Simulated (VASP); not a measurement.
# Cl (Cmce) in VASP: settings compared, part 2 of 2

VASP 6.6.1. The steps go on from the part before.

## (3) Single point, PBE-based screened hybrid with 10 % exact exchange

The input, POSCAR:

```
Cl
1.0
    3.1450000000     -2.2500000000      0.0000000000
    3.1450000000      2.2500000000      0.0000000000
    0.0000000000      0.0000000000      8.2100000000
Cl
4
Direct
    0.3700000000      0.6300000000      0.4000000000
    0.1300000000      0.8700000000      0.9000000000
    0.6300000000      0.3700000000      0.6000000000
    0.8700000000      0.1300000000      0.1000000000
```

The input, INCAR.step1:

```
SYSTEM = Cl
PREC = Accurate
ENCUT = 520
EDIFF = 1E-5
ISMEAR = -1
SIGMA = 0.05
LREAL = .FALSE.
LASPH = .TRUE.
NELM = 80
ALGO = Normal
ISIF = 2
LWAVE = .TRUE.
LCHARG = .FALSE.
GGA = PE
NBANDS = 22
```

The input, INCAR.step2:

```
SYSTEM = Cl
PREC = Accurate
ENCUT = 520
EDIFF = 1E-7
ISMEAR = -1
SIGMA = 0.05
LREAL = .FALSE.
LASPH = .TRUE.
NELM = 80
ALGO = Normal
ISIF = 2
LWAVE = .FALSE.
LCHARG = .FALSE.
GGA = PE
LHFCALC = .TRUE.
AEXX = 0.1
HFSCREEN = 0.2078699
PRECFOCK = Normal
ISTART = 1
NBANDS = 22
```

The input, KPOINTS:

```
Automatic mesh
0
G
  4 4 2
  0 0 0
```

Potentials or basis: VASP PAW PBE potentials, release 64 (Cl).

Run with:

```console
> cat potpaw_PBE.64/Cl/POTCAR > POTCAR
> cp INCAR.step1 INCAR
> mpirun -np 1 vasp_std > vasp.out
> cp INCAR.step2 INCAR
> mpirun -np 1 vasp_std > vasp.out
```

OUTCAR:

```text
SYSTEM = Cl
   PREC = Accurate
   ENCUT = 520
   EDIFF = 1E-7
   ISMEAR = -1
   LREAL = .FALSE.
   LASPH = .TRUE.
   NELM = 80
   ISIF = 2
   GGA = PE
   LHFCALC = .TRUE.
   AEXX = 0.1
   HFSCREEN = 0.2078699
   PRECFOCK = Normal
   ISTART = 1

 ion  position               nearest neighbor table
   1  0.370  0.630  0.400-   3 2.02
   2  0.130  0.870  0.900-   4 2.02
   3  0.630  0.370  0.600-   1 2.02
   4  0.870  0.130  0.100-   2 2.02

  LATTYP: Found a base centered orthorhombic cell.
 ALAT       =     4.5000000000
 B/A-ratio  =     1.3977777778
 C/A-ratio  =     1.8244444444

  Lattice vectors:

 A1 = (  -3.1450000000,  -2.2500000000,   0.0000000000)
 A2 = (   3.1450000000,  -2.2500000000,   0.0000000000)
 A3 = (   0.0000000000,   0.0000000000,   8.2100000000)

Analysis of symmetry for initial positions (statically):
=====================================================================
 Subroutine PRICEL returns:
 Original cell was already a primitive cell.

 Routine SETGRP: Setting up the symmetry group for a
 base centered orthorhombic supercell.

 Subroutine GETGRP returns: Found  8 space group operations
 (whereof  4 operations were pure point group operations)
 out of a pool of  8 trial point group operations.

The static configuration has the point symmetry C_2h.
 The point group associated with its full space group is D_2h.

Analysis of symmetry for dynamics (positions and initial velocities):
=====================================================================
 Subroutine PRICEL returns:
 Original cell was already a primitive cell.

 Routine SETGRP: Setting up the symmetry group for a
 base centered orthorhombic supercell.
[... 120 lines left out ...]
  volume/ion in A,a.u.               =      29.05       196.03
  Fermi-wavevector in a.u.,A,eV,Ry     =   1.018753  1.925163 14.120900  1.037857
  Thomas-Fermi vector in A             =   2.152228
   LORBIT       =      0    0 simple, 1 ext, 2 COOP (PROOUT), +10 PAW based schemes
   GGA     = PE    functional components
   LHFCALC =     T    Hartree Fock is set to
   PRECFOCK=normal    Normal, Fast or Accurate (Low or Medium for compatibility)
   ENCUT4O =  -1.0   cutoff for four orbital integrals eV
   NKREDX  =     1    reduce k-point grid by
   NKREDY  =     1    reduce k-point grid by
   NKREDZ  =     1    reduce k-point grid by
   AEXX    =    0.1000 exact exchange contribution
   HFSCREEN=    0.2079 screening length (either q_TF or 0.3 A-1)
   HFSCREENC=   0.2079 screening length for correlation (either q_TF or 0.3 A-1)
   ENCUTFOCK=  -1.0 apply spherical cutoff to Coloumb kernel
   IVDW    =     0    specifies the selected vdW correction
   LEPSILON=     F    determine dielectric tensor
   LRPA    =     F    only Hartree local field effects (RPA)
 non-spin polarized calculation
  energy-cutoff  :      520.00
  volume of cell :      116.19
 maximum number of plane-waves:      3157
 NGX is ok and might be reduce to    30
  NGX = 24; NGY = 24; NGZ = 48

 number of electron      27.9999999 magnetization

 Free energy of the ion-electron system (eV)
  ---------------------------------------------------
  ext. energy  EPLUGINS =         0.00000000
  ---------------------------------------------------
  free energy    TOTEN  =        -8.59205988 eV

  energy without entropy =       -8.59205988  energy(sigma->0) =       -8.59205988

 E-fermi :   0.1249     XC(G=0):  -7.2296

 val. band max:       -1.0222195507   @ k =   0.5000   0.0000   0.5000
 cond. band min:       2.1505053638   @ k =   0.0000   0.0000   0.0000
 fundamental gap:      3.1727249145
 Fermi energy:         0.1249397120

 k-point     1 :       0.0000    0.0000    0.0000
  band No.  band energies     occupation
      1     -18.1398      2.00000
      2     -17.9266      2.00000
      3     -14.0397      2.00000
      4     -13.4795      2.00000
      5      -6.3008      2.00000
      6      -5.4754      2.00000
[... 339 lines left out ...]
     21      10.0259      0.00000
     22      10.0259      0.00000

------------------------ aborting loop because EDIFF is reached ----------------------------------------

  FORCE on cell =-STRESS in cart. coord.  units (eV):
  Direction    XX          YY          ZZ          XY          YZ          ZX
  --------------------------------------------------------------------------------------
  -------------------------------------------------------------------------------------
  Total        0.8098626     -0.2473562     -0.9866874      0.0000000      0.0000000      0.0000000
  in kB       11.1672333     -3.4108062    -13.6054788      0.0000000      0.0000000      0.0000000
  external PRESSURE =      -1.9496839 kB  Pullay stress =       0.0000000 kB

 VOLUME and BASIS-vectors are now :
 -----------------------------------------------------------------------------
  energy-cutoff  :      520.00
  volume of cell :      116.19
      direct lattice vectors                 reciprocal lattice vectors
     3.145000000 -2.250000000  0.000000000     0.158982512 -0.222222222  0.000000000
     3.145000000  2.250000000  0.000000000     0.158982512  0.222222222  0.000000000
     0.000000000  0.000000000  8.210000000     0.000000000  0.000000000  0.121802680

 POSITION                                       TOTAL-FORCE (eV/Angst)
 -----------------------------------------------------------------------------------
      3.14500      0.58500      3.28400         0.000000     -0.319515      0.317794
      3.14500      1.66500      7.38900         0.000000      0.319515      0.317794
      3.14500     -0.58500      4.92600         0.000000      0.319515     -0.317794
      3.14500     -1.66500      0.82100         0.000000     -0.319515     -0.317794
 -----------------------------------------------------------------------------------
    total drift:                                0.000001      0.000000      0.000002

  FREE ENERGIE OF THE ION-ELECTRON SYSTEM (eV)
  ---------------------------------------------------
  free  energy   TOTEN  =        -8.5920598845 eV

  energy  without entropy=       -8.5920598844  energy(sigma->0) =       -8.59205988
```

OSZICAR.step1:

```text
N       E                     dE             d eps       ncg     rms          rms(c)
DAV:   1     0.181366093067E+03    0.18137E+03   -0.12013E+04   616   0.108E+03
DAV:   2     0.552008293612E+01   -0.17585E+03   -0.16944E+03   892   0.201E+02
DAV:   3    -0.761280801978E+01   -0.13133E+02   -0.13070E+02   772   0.627E+01
DAV:   4    -0.779291089155E+01   -0.18010E+00   -0.18004E+00   796   0.880E+00
DAV:   5    -0.779596207113E+01   -0.30512E-02   -0.30510E-02   794   0.113E+00    0.155E+01
DAV:   6    -0.743770640443E+01    0.35826E+00   -0.23825E-01   760   0.277E+00    0.101E+01
DAV:   7    -0.732521401567E+01    0.11249E+00   -0.53437E-01   730   0.402E+00    0.827E-01
DAV:   8    -0.731327848724E+01    0.11936E-01   -0.65906E-02   694   0.153E+00    0.392E-01
DAV:   9    -0.731343390141E+01   -0.15541E-03   -0.16824E-03   766   0.251E-01    0.781E-02
DAV:  10    -0.731356411782E+01   -0.13022E-03   -0.15972E-04   794   0.808E-02    0.537E-02
DAV:  11    -0.731356886924E+01   -0.47514E-05   -0.42363E-05   760   0.375E-02
   1 F= -.73135689E+01 E0= -.73135689E+01  d E =-.378642E-10
```

It took 38 min on 1 thread of Intel Xeon 8259CL, shared host; peak memory 0.36 GiB.

Results:

| Item | Value |
| --- | --- |
| Free energy | -8.5921 eV |
| Pressure | -0.2 GPa |
| Largest force | 0.451 eV/Å |
| Band gap on the k mesh | 3.17 eV (least direct gap 3.24 eV) |

Forces on the atoms (eV/Å):
```
Cl   0.000 -0.320  0.318
Cl   0.000  0.320  0.318
Cl   0.000  0.320 -0.318
Cl   0.000 -0.320 -0.318
```

Caveat: the k points lie up to 0.43 Å⁻¹ apart; this functional lacks dispersion, which holds the molecules together, so the pressure and a relaxed volume are unreliable; the PAW data sets were made with another functional, which shifts forces and pressure a little.

## (4) Single point, r2SCANh

POSCAR is that of step 3.

The input, INCAR.step1:

```
ALGO     = Normal         # electronic algorithm
EDIFF    = 1E-5           # SCF threshold, eV
ENCUT    = 520            # plane-wave cutoff, eV
GGA      = PE             # functional
ISIF     = 2              # what is computed and relaxed
ISMEAR   = -1             # smearing method
LASPH    = True           # aspherical terms in the spheres
LCHARG   = False          # write CHGCAR
LREAL    = False          # projectors in reciprocal space
LWAVE    = True           # write WAVECAR
NBANDS   = 22             # bands
NELM     = 60             # most SCF steps
PREC     = Accurate       # precision mode
SIGMA    = 0.05           # smearing width, eV
```

The input, INCAR.step2:

```
AEXX     = 0.1            # exact-exchange fraction
ALGO     = Normal         # electronic algorithm
EDIFF    = 1E-7           # SCF threshold, eV
ENCUT    = 520            # plane-wave cutoff, eV
ISIF     = 2              # what is computed and relaxed
ISMEAR   = -1             # smearing method
ISTART   = 1            
LASPH    = True           # aspherical terms in the spheres
LCHARG   = False          # write CHGCAR
LHFCALC  = True           # exact exchange
LMIXTAU  = True         
LREAL    = False          # projectors in reciprocal space
LWAVE    = False          # write WAVECAR
METAGGA  = R2SCAN         # meta-GGA
NBANDS   = 22             # bands
NELM     = 60             # most SCF steps
PREC     = Accurate       # precision mode
PRECFOCK = Normal       
SIGMA    = 0.05           # smearing width, eV
```

The input, KPOINTS:

```
k-points
0
Gamma
  4 4 2
```

Run with:

```console
> cat potpaw_PBE.64/Cl/POTCAR > POTCAR
> cp INCAR.step1 INCAR
> mpirun -np 1 vasp_std > vasp.out
> cp INCAR.step2 INCAR
> mpirun -np 1 vasp_std > vasp.out
```

Run time: 21 min. Hardware: 1 thread of Intel Xeon Platinum 8375C at 2.90GHz (Ice Lake), shared host; peak memory 0.28 GiB.

Results (log left out):

```
Free energy            : -24.6755 eV
Pressure               : -1.4 GPa
Largest force          : 0.611 eV/Å
Band gap on the k mesh : 3.78 eV (least direct gap 3.86 eV)
```

Forces on the atoms (eV/Å):
```
Cl   0.000 -0.405  0.457
Cl   0.000  0.405  0.457
Cl   0.000  0.405 -0.457
Cl   0.000 -0.405 -0.457
```

Stress tensor (GPa, compression positive):
```
 0.05  0.00  0.00
 0.00 -1.49  0.00
 0.00  0.00 -2.78
```

Levels at points of the mesh, in eV from the valence-band top:
```
           k point  band 10  band 11  band 12  band 13  band 14  band 15  band 16  band 17  band 18  band 19
(0.00, 0.00, 0.00)    -2.31    -0.72    -0.42    -0.17    -0.08     3.78     4.39     8.33     8.97    10.21
(0.50, 0.00, 0.00)    -2.62    -0.52    -0.52    -0.15    -0.15     4.16     4.16     9.74     9.74    11.48
(0.50, 0.50, 0.00)    -2.99    -1.02    -0.93    -0.38    -0.02     3.86     4.06    10.03    10.13    10.13
(0.00, 0.00, 0.50)    -2.32    -0.66    -0.66    -0.13    -0.13     3.99     3.99     8.92     8.92    11.10
(0.50, 0.00, 0.50)    -2.64    -0.46    -0.46     0.00     0.00     4.08     4.08     9.98     9.98    11.39
(0.50, 0.50, 0.50)    -2.94    -0.72    -0.72    -0.49    -0.49     3.88     3.88    10.38    10.38    11.40
```

Caveat: the k points lie up to 0.43 Å⁻¹ apart; the PAW data sets were made with another functional, which shifts forces and pressure a little.

## (5) Summary

```tsv
level	share of exact exchange	screening parameter	gap on the mesh (eV)	pressure (GPa)	largest force (eV/Å)
PBE-based screened hybrid with 15 % exact exchange	0.15	0.20787 1/Å	3.49	-0.4	0.59
PBE-based screened hybrid with 10 % exact exchange	0.1	0.20787 1/Å	3.17	-0.2	0.45
r2SCANh	0.1	-	3.78	-1.4	0.61
```

Alike in all rows: task single point; potentials or basis VASP PAW PBE potentials, release 64 (Cl); no spin polarisation; cell as given; k mesh 4 × 4 × 2; cutoff (eV) 520; smearing fermi-dirac 0.05 eV.

Caveats: all runs use coarse meshes; the PAW data sets were made with another functional, which shifts forces and pressure a little; this functional lacks dispersion, which holds the molecules together, so the pressure and a relaxed volume are unreliable (at least some runs).

Absolute energies hang on the potentials; compare differences alone.
